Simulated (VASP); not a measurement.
# C (P6_3/mmc) in VASP: notebook

C is run at these levels: LDA; tasks: single point.

The COD entry that gives the cell may itself be a prediction, so a difference from it is no test against experiment.

Everything below comes from runs of VASP 6.6.1. Logs are shortened: lines on timing, memory, paths and dates and some standing lists are left out, and cuts for length are marked.

## (1) The cell of the first run

It takes space group P6_3/mmc (No. 194, hexagonal). The conventional cell has a = 2.402 Å, b = 2.402 Å, c = 8.789 Å, α = 90.00°, β = 90.00°, γ = 120.00°. C (site symmetry 3m) has 4 C at 1.51 to 1.58 Å within 2.0 Å. Within 2.0 Å of C (site symmetry 3m) lie 4 C at 1.51 to 1.62 Å.

## (2) Single point, LDA (mode 21 frozen in at -0.024 Å, strain +e along z and -e/2 along x and y +0.0700)

INCAR

```
PREC = Accurate
ENCUT = 520
EDIFF = 1E-6
ISMEAR = 0
SIGMA = 0.05
LREAL = F
LASPH = T
NELM = 80
ALGO = Normal
ISIF = 2
LWAVE = F
LCHARG = T
LELF = T
LVHAR = T
NBANDS = 26
```

KPOINTS

```
Automatic mesh
0
Gamma
  12 12 4
```

POSCAR

```
C
1.0
    2.4024880687      0.0000000000      0.0000000000
   -1.2012440343      2.0806156998      0.0000000000
    0.0000000000      0.0000000000      8.7892647126
C
8
Direct
    0.0000000000      0.0000000000      0.0900147857
    0.0000000000      0.0000000000      0.5900147857
    0.0000000000      0.0000000000      0.4099852143
    0.0000000000      0.0000000000      0.9099852143
    0.3333333333      0.6666666667      0.1578160184
    0.6666666667      0.3333333333      0.6578160184
    0.3333333333      0.6666666667      0.3421839816
    0.6666666667      0.3333333333      0.8421839816
```

Potentials or basis: VASP PAW LDA potentials, release 64 (C).

Launch:

```
cat potpaw_LDA.64/C/POTCAR > POTCAR
mpirun -np 1 vasp_std > vasp.out
```

OUTCAR:

```text
PREC = Accurate
   ENCUT = 520
   EDIFF = 1E-6
   ISMEAR = 0
   LREAL = F
   LASPH = T
   NELM = 80
   ISIF = 2

 ion  position               nearest neighbor table
   1  0.000  0.000  0.090-   5 1.51   5 1.51   5 1.51   4 1.58
   2  0.000  0.000  0.590-   6 1.51   6 1.51   6 1.51   3 1.58
   3  0.000  0.000  0.410-   7 1.51   7 1.51   7 1.51   2 1.58
   4  0.000  0.000  0.910-   8 1.51   8 1.51   8 1.51   1 1.58
   5  0.333  0.667  0.158-   1 1.51   1 1.51   1 1.51   7 1.62
   6  0.667  0.333  0.658-   2 1.51   2 1.51   2 1.51   8 1.62
   7  0.333  0.667  0.342-   3 1.51   3 1.51   3 1.51   5 1.62
   8  0.667  0.333  0.842-   4 1.51   4 1.51   4 1.51   6 1.62

  LATTYP: Found a hexagonal cell.
 ALAT       =     2.4024880687
 C/A-ratio  =     3.6584009832

  Lattice vectors:

 A1 = (   2.4024880687,   0.0000000000,   0.0000000000)
 A2 = (  -1.2012440343,   2.0806156998,   0.0000000000)
 A3 = (   0.0000000000,   0.0000000000,   8.7892647126)

Analysis of symmetry for initial positions (statically):
=====================================================================
 Subroutine PRICEL returns:
 Original cell was already a primitive cell.

 Routine SETGRP: Setting up the symmetry group for a
 hexagonal supercell.

 Subroutine GETGRP returns: Found 24 space group operations
 (whereof 12 operations were pure point group operations)
 out of a pool of 24 trial point group operations.

The static configuration has the point symmetry D_3d.
 The point group associated with its full space group is D_6h.

Analysis of symmetry for dynamics (positions and initial velocities):
=====================================================================
 Subroutine PRICEL returns:
 Original cell was already a primitive cell.

 Routine SETGRP: Setting up the symmetry group for a
 hexagonal supercell.

 Subroutine GETGRP returns: Found 24 space group operations
 (whereof 12 operations were pure point group operations)
 out of a pool of 24 trial point group operations.

The dynamic configuration has the point symmetry D_3d.
 The point group associated with its full space group is D_6h.

 Subroutine INISYM returns: Found 24 space group operations
 (whereof 12 operations are pure point group operations),
 and found     1 'primitive' translations
[... 102 lines left out ...]
   LNONCOLLINEAR =      F non collinear calculations
   LSORBIT =      F    spin-orbit coupling
   LASPH  =      T    aspherical Exc in radial PAW
   ENCUT  =  520.0 eV  38.22 Ry    6.18 a.u.   4.47  4.47 16.34*2*pi/ulx,y,z
   NELM   =     80;   NELMIN=  2; NELMDL= -5     # of ELM steps
   EDIFF  = 0.1E-05   stopping-criterion for ELM
   LREAL  =      F    real-space projection
   EDIFFG = 0.1E-04   stopping-criterion for IOM
   NSW    =      0    number of steps for IOM
   IBRION =     -1    ionic relax: 0-MD 1-quasi-New 2-CG
   NFREE  =      0    steps in history (QN), initial steepest desc. (CG)
   ISIF   =      2    stress and relaxation
   ISYM   =      2    0-nonsym 1-usesym 2-fastsym
   POTIM  = 0.5000    time-step for ionic-motion
   TEBEG  =    0.0;   TEEND  =   0.0 temperature during run
   PSTRESS=    0.0 pullay stress
   NELECT =      32.0000    total number of electrons
   NUPDOWN=      -1.0000    fix difference up-down
   EMIN   =  10.00;   EMAX   =-10.00  energy-range for DOS
   EFERMI =   0.00;   METHOD = LEGACY
   ISMEAR =     0;   SIGMA  =   0.05  broadening in eV -4-tet -1-fermi 0-gaus
   EFERMI_NEDOS =   21; number of points for ismear=-14 and -15
   IALGO  =     38    algorithm
   IMIX   =      4    mixing-type and parameters
     AMIX     =   0.40;   BMIX     =  1.00
     AMIX_MAG =   1.60;   BMIX_MAG =  1.00
  volume/ion in A,a.u.               =       5.49        37.06
  Fermi-wavevector in a.u.,A,eV,Ry     =   1.472955  2.783482 29.519169  2.169598
  Thomas-Fermi vector in A             =   2.587907
   LORBIT       =      0    0 simple, 1 ext, 2 COOP (PROOUT), +10 PAW based schemes
   GGA     = CA    functional components
   LHFCALC =     F    Hartree Fock is set to
   AEXX    =    0.0000 exact exchange contribution
   IVDW    =     0    specifies the selected vdW correction
   LEPSILON=     F    determine dielectric tensor
   LRPA    =     F    only Hartree local field effects (RPA)
 non-spin polarized calculation
 Gauss-broadening in eV      SIGMA  =   0.05
  energy-cutoff  :      520.00
  volume of cell :       43.93
 maximum number of plane-waves:      1215
 NGX is ok and might be reduce to    18

 number of electron      32.0000005 magnetization

 Free energy of the ion-electron system (eV)
  ---------------------------------------------------
  ext. energy  EPLUGINS =         0.00000000
  ---------------------------------------------------
  free energy    TOTEN  =       -79.54870694 eV

  energy without entropy =      -79.54870694  energy(sigma->0) =      -79.54870694

 E-fermi :  11.1230     XC(G=0): -13.6629

 val. band max:       10.8723040676   @ k =   0.0000   0.0000   0.0000
 cond. band min:      13.7939211593   @ k =   0.0000   0.0000   0.0000
 fundamental gap:      2.9216170916
 Fermi energy:        11.1229733853

 k-point     1 :       0.0000    0.0000    0.0000
  band No.  band energies     occupation
      1     -11.5795      2.00000
      2     -10.1933      2.00000
      3     -10.0162      2.00000
      4      -6.9319      2.00000
      5      -3.7273      2.00000
      6       1.9781      2.00000
[... 685 lines left out ...]
     25      20.9808      0.00000
     26      21.4187      0.00000

 [... further k-points ...]
[... 5 lines left out ...]
  --------------------------------------------------------------------------------------
  -------------------------------------------------------------------------------------
  Total       13.4085445     13.4085445    -22.1459336      0.0000000      0.0000000      0.0000000
  in kB      488.9748964    488.9748964   -807.6048532      0.0000000      0.0000000      0.0000000
  external PRESSURE =      56.7816465 kB  Pullay stress =       0.0000000 kB

 VOLUME and BASIS-vectors are now :
 -----------------------------------------------------------------------------
  energy-cutoff  :      520.00
  volume of cell :       43.93
      direct lattice vectors                 reciprocal lattice vectors
     2.402488069  0.000000000  0.000000000     0.416235158  0.240313480  0.000000000
    -1.201244034  2.080615700  0.000000000     0.000000000  0.480626961  0.000000000
     0.000000000  0.000000000  8.789264713     0.000000000  0.000000000  0.113775160

 POSITION                                       TOTAL-FORCE (eV/Angst)
 -----------------------------------------------------------------------------------
      0.00000      0.00000      0.79116         0.000000      0.000000      1.739699
      0.00000      0.00000      5.18580        -0.000000      0.000000      1.739699
      0.00000      0.00000      3.60347         0.000000     -0.000000     -1.739699
      0.00000      0.00000      7.99810        -0.000000      0.000000     -1.739699
     -0.00000      1.38708      1.38709        -0.000000     -0.000000     -1.377151
      1.20124      0.69354      5.78172        -0.000000      0.000000     -1.377151
     -0.00000      1.38708      3.00755         0.000000     -0.000000      1.377151
      1.20124      0.69354      7.40218        -0.000000     -0.000000      1.377151
 -----------------------------------------------------------------------------------
    total drift:                                0.000000      0.000000      0.000000

  FREE ENERGIE OF THE ION-ELECTRON SYSTEM (eV)
  ---------------------------------------------------
  free  energy   TOTEN  =       -79.5487069418 eV

  energy  without entropy=      -79.5487069418  energy(sigma->0) =      -79.54870694
```

It took 30 s on 1 thread of AMD EPYC 9R45 (Zen 5), shared host; peak memory 0.13 GiB.

What came out:

| Quantity | Value |
| --- | --- |
| Free energy | -79.5487 eV |
| Pressure | 5.7 GPa |
| Largest force | 1.740 eV/Å |
| Band gap on the k mesh | 2.92 eV, direct |

Forces on the atoms (eV/Å):
```
C    0.000  0.000  1.740
C    0.000  0.000  1.740
C    0.000  0.000 -1.740
C    0.000  0.000 -1.740
C    0.000  0.000 -1.377
C    0.000  0.000 -1.377
C    0.000  0.000  1.377
C    0.000  0.000  1.377
```

Levels at points of the mesh, in eV from the valence-band top:
| k point | band 13 | band 14 | band 15 | band 16 | band 17 | band 18 | band 19 | band 20 |
| --- | --- | --- | --- | --- | --- | --- | --- | --- |
| (0.00, 0.00, 0.00) | -1.39 | -1.39 | 0.00 | 0.00 | 2.92 | 5.69 | 5.69 | 7.40 |
| (0.50, 0.00, 0.00) | -5.10 | -4.96 | -4.87 | -3.47 | 3.63 | 4.64 | 5.63 | 6.46 |
| (0.00, 0.00, 0.50) | -0.49 | -0.49 | -0.49 | -0.49 | 5.44 | 5.44 | 6.33 | 6.33 |
| (0.50, 0.00, 0.50) | -5.80 | -5.80 | -3.99 | -3.99 | 4.92 | 4.92 | 5.78 | 5.78 |

Caveat: the cell differs from its parent crystal (mode 21 frozen in at -0.024 Å, strain +e along z and -e/2 along x and y +0.0700); forces of over 1 eV/Å act on the atoms, so gaps and moduli don't describe the material at rest. A k mesh can miss the band edges.

## (3) Single point, LDA (mode 21 frozen in at -0.060 Å, strain +e along z and -e/2 along x and y -0.0467)

INCAR

```
PREC     = Accurate       # precision mode
ENCUT    = 520            # plane-wave cutoff, eV
EDIFF    = 1E-6           # SCF threshold, eV
ISMEAR   = 0              # smearing method
SIGMA    = 0.05           # smearing width, eV
LREAL    = F              # projectors in reciprocal space
LASPH    = T              # aspherical terms in the spheres
NELM     = 80             # most SCF steps
ALGO     = Normal         # electronic algorithm
ISIF     = 2              # what is computed and relaxed
LWAVE    = F              # write WAVECAR
LCHARG   = F              # write CHGCAR
NBANDS   = 26             # bands
```

KPOINTS is that of step 2.

POSCAR

```
C
1.0
    2.5477576841      0.0000000000      0.0000000000
   -1.2738788420      2.2064228771      0.0000000000
    0.0000000000      0.0000000000      7.8306598603
C
8
Direct
    0.0000000000      0.0000000000      0.0856321665
    0.0000000000      0.0000000000      0.5856321665
    0.0000000000      0.0000000000      0.4143678335
    0.0000000000      0.0000000000      0.9143678335
    0.3333333333      0.6666666667      0.1612235000
    0.6666666667      0.3333333333      0.6612235000
    0.3333333333      0.6666666667      0.3387765000
    0.6666666667      0.3333333333      0.8387765000
```

Potentials or basis: VASP PAW LDA potentials, release 64 (C).

Launch:

```
cat potpaw_LDA.64/C/POTCAR > POTCAR
mpirun -np 1 vasp_std > vasp.out
```

Run time: 28 s. Hardware: 1 thread of AMD EPYC 9R45 (Zen 5), shared host; peak memory 0.13 GiB.

The run converged. Its results:

- Free energy: -78.9253 eV
- Pressure: 17.8 GPa
- Largest force: 7.300 eV/Å
- Band gap on the k mesh: 2.62 eV, direct

Forces on the atoms (eV/Å):
```
C    0.000  0.000  7.300
C    0.000  0.000  7.300
C    0.000  0.000 -7.300
C    0.000  0.000 -7.300
C    0.000  0.000 -5.443
C    0.000  0.000 -5.443
C    0.000  0.000  5.443
C    0.000  0.000  5.443
```

Stress tensor (GPa, compression positive):
```
-27.19   0.00   0.00
  0.00 -27.19   0.00
  0.00   0.00 107.65
```

Levels at points of the mesh, in eV from the valence-band top:
| k point | band 13 | band 14 | band 15 | band 16 | band 17 | band 18 | band 19 | band 20 |
| --- | --- | --- | --- | --- | --- | --- | --- | --- |
| (0.00, 0.00, 0.00) | -3.10 | -3.10 | 0.00 | 0.00 | 2.62 | 2.62 | 5.90 | 5.90 |
| (0.50, 0.00, 0.00) | -6.15 | -5.90 | -5.42 | -2.75 | 2.87 | 3.95 | 4.88 | 4.95 |
| (0.00, 0.00, 0.50) | -1.40 | -1.40 | -1.40 | -1.40 | 4.21 | 4.21 | 4.21 | 4.21 |
| (0.50, 0.00, 0.50) | -6.60 | -6.60 | -4.04 | -4.04 | 3.30 | 3.30 | 5.94 | 5.94 |

Caveat: the cell differs from its parent crystal (mode 21 frozen in at -0.060 Å, strain +e along z and -e/2 along x and y -0.0467); forces of over 1 eV/Å act on the atoms, so gaps and moduli don't describe the material at rest. A k mesh can miss the band edges.

## (4) Single point, LDA (mode 21 frozen in at +0.036 Å, strain +e along z and -e/2 along x and y +0.0467)

INCAR

```
SYSTEM = C
PREC = Accurate
ENCUT = 520
EDIFF = 1E-7
ISMEAR = 0
SIGMA = 0.05
LREAL = .False.
LASPH = .True.
NELM = 60
ALGO = Normal
ISIF = 2
LWAVE = .False.
LCHARG = .False.
NBANDS = 26
```

KPOINTS

```
Automatic mesh
0
Gamma
  12 12 4
  0 0 0
```

POSCAR

```
C
1.0
    2.4314921993      0.0000000000      0.0000000000
   -1.2157460996      2.1057340137      0.0000000000
    0.0000000000      0.0000000000      8.5978723127
C
8
Direct
    0.0000000000      0.0000000000      0.0973191510
    0.0000000000      0.0000000000      0.5973191510
    0.0000000000      0.0000000000      0.4026808490
    0.0000000000      0.0000000000      0.9026808490
    0.3333333333      0.6666666667      0.1521368824
    0.6666666667      0.3333333333      0.6521368824
    0.3333333333      0.6666666667      0.3478631176
    0.6666666667      0.3333333333      0.8478631176
```

Launch:

```
cat potpaw_LDA.64/C/POTCAR > POTCAR
mpirun -np 1 vasp_std > vasp.out
```

It took 27 s on 1 thread of AMD EPYC 9R45 (Zen 5), shared host; peak memory 0.13 GiB.

Results (log left out):

* Free energy: -80.0995 eV
* Pressure: 10.9 GPa
* Largest force: 1.951 eV/Å
* Band gap on the k mesh: 1.88 eV, direct

Forces on the atoms (eV/Å):
```
C    0.000  0.000 -1.951
C    0.000  0.000 -1.951
C    0.000  0.000  1.951
C    0.000  0.000  1.951
C    0.000  0.000  1.661
C    0.000  0.000  1.661
C    0.000  0.000 -1.661
C    0.000  0.000 -1.661
```

Stress tensor (GPa, compression positive):
```
 36.72   0.00   0.00
  0.00  36.72   0.00
  0.00   0.00 -40.74
```

Levels at points of the mesh, in eV from the valence-band top:
```
           k point  band 13  band 14  band 15  band 16  band 17  band 18  band 19  band 20
(0.00, 0.00, 0.00)    -2.44    -1.35    -1.35     0.00     1.88     5.71     5.71     6.85
(0.50, 0.00, 0.00)    -6.05    -5.35    -4.67    -4.12     3.55     4.34     4.73     5.42
(0.00, 0.00, 0.50)    -1.74    -1.74    -1.74    -1.74     5.06     5.06     6.17     6.17
(0.50, 0.00, 0.50)    -5.13    -5.13    -5.11    -5.11     4.78     4.78     5.32     5.32
```

Caveat: the cell differs from its parent crystal (mode 21 frozen in at +0.036 Å, strain +e along z and -e/2 along x and y +0.0467); forces of over 1 eV/Å act on the atoms, so gaps and moduli don't describe the material at rest.

## (5) Single point, LDA (mode 21 frozen in at +0.000 Å, strain +e along z and -e/2 along x and y +0.0467)

INCAR

```
SYSTEM = C
PREC = Accurate
ENCUT = 520
EDIFF = 1E-6
ISMEAR = 0
SIGMA = 0.05
LREAL = .False.
LASPH = .True.
NELM = 60
ALGO = Normal
ISIF = 2
LWAVE = .False.
LCHARG = .True.
LELF = .True.
LVHAR = .True.
NBANDS = 26
```

KPOINTS

```
regular mesh
0
Gamma
  12 12 4
  0 0 0
```

POSCAR

```
C
1.0
    2.4314921993      0.0000000000      0.0000000000
   -1.2157460996      2.1057340137      0.0000000000
    0.0000000000      0.0000000000      8.5978723127
C
8
Direct
    0.0000000000      0.0000000000      0.0929365318
    0.0000000000      0.0000000000      0.5929365318
    0.0000000000      0.0000000000      0.4070634682
    0.0000000000      0.0000000000      0.9070634682
    0.3333333333      0.6666666667      0.1555443640
    0.6666666667      0.3333333333      0.6555443640
    0.3333333333      0.6666666667      0.3444556360
    0.6666666667      0.3333333333      0.8444556360
```

Launch:

```
cat potpaw_LDA.64/C/POTCAR > POTCAR
mpirun -np 1 vasp_std > vasp.out
```

It took 50 s on 1 thread of AMD EPYC 7R43 (Zen 3), shared host; peak memory 0.12 GiB.

It converged, with:

| Property | Result |
| --- | --- |
| Free energy | -80.3584 eV |
| Pressure | 5.2 GPa |
| Largest force | 0.045 eV/Å |
| Band gap on the k mesh | 3.64 eV, direct |

Forces on the atoms (eV/Å):
```
C    0.000  0.000  0.021
C    0.000  0.000  0.021
C    0.000  0.000 -0.021
C    0.000  0.000 -0.021
C    0.000  0.000  0.045
C    0.000  0.000  0.045
C    0.000  0.000 -0.045
C    0.000  0.000 -0.045
```

Stress tensor (GPa, compression positive):
```
 33.47   0.00   0.00
  0.00  33.47   0.00
  0.00   0.00 -51.47
```

Levels at points of the mesh, in eV from the valence-band top:
| k point | band 14 | band 15 | band 16 | band 17 | band 18 | band 19 |
| --- | --- | --- | --- | --- | --- | --- |
| (0.00, 0.00, 0.00) | -0.46 | 0.00 | 0.00 | 3.64 | 6.08 | 6.08 |
| (0.50, 0.00, 0.00) | -4.88 | -3.95 | -3.32 | 4.60 | 5.55 | 5.59 |
| (0.00, 0.00, 0.50) | -0.48 | -0.48 | -0.48 | 6.11 | 6.11 | 6.69 |
| (0.50, 0.00, 0.50) | -4.92 | -3.86 | -3.86 | 5.77 | 5.77 | 6.11 |

Caveat: the cell differs from its parent crystal (mode 21 frozen in at +0.000 Å, strain +e along z and -e/2 along x and y +0.0467).

## (6) Overview

| cell | gap on the mesh (eV) | pressure (GPa) | largest force (eV/Å) |
| --- | --- | --- | --- |
| a = 2.402, b = 2.402, c = 8.789 Å, angles 90.0, 90.0, 120.0°, 8 atoms | 2.92 | 5.7 | 1.74 |
| a = 2.548, b = 2.548, c = 7.831 Å, angles 90.0, 90.0, 120.0°, 8 atoms | 2.62 | 17.8 | 7.30 |
| a = 2.431, b = 2.431, c = 8.598 Å, angles 90.0, 90.0, 120.0°, 8 atoms | 3.64 | 5.2 | 0.04 |

Some of these runs hold the atoms at other places in the same cell, which the table doesn't show; runs alike in all that it shows share one row.

Alike in all rows: task single point; level LDA; potentials or basis VASP PAW LDA potentials, release 64 (C); no spin polarisation; k mesh 12 × 12 × 4; cutoff (eV) 520; smearing gaussian 0.05 eV.

Caveats: forces of over 1 eV/Å act on the atoms, so gaps and moduli don't describe the material at rest (some runs).

Absolute energies hang on the potentials; compare differences alone.
